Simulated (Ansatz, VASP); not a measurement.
Lu: VASP beside Ansatz

```
CELL_PARAMETERS angstrom
3.47313 0.00000 0.00000
-1.73656 3.00782 0.00000
0.00000 0.00000 11.13238
ATOMIC_POSITIONS crystal
Lu 0.00000 0.00000 0.00000
Lu 0.00000 0.00000 0.50000
Lu 0.33333 0.66667 0.25000
Lu 0.66667 0.33333 0.75000
```

Alike in both runs: functional PBE; k mesh 10 × 10 × 3; occupations fermi-dirac, width 0.1 eV; no spin polarisation.

Ansatz relaxed the structure, and its values are those at the end. VASP's run is a single point on that final structure, the one shown.

```csv
,VASP,Ansatz
version,VASP 6.6.1,Ansatz 0.2.0
potentials or method,"VASP PAW PBE potentials, release 64 (Lu), cutoff 520 eV","plane waves (420 eV) with PAW, scalar-relativistic"
valence electrons in the cell,100,100
```

|  | VASP | Ansatz | Ansatz less VASP |
| --- | --- | --- | --- |
| pressure (GPa) | 0.1 | 0.0 | -0.12 |

Neither program's run includes spin-orbit coupling.
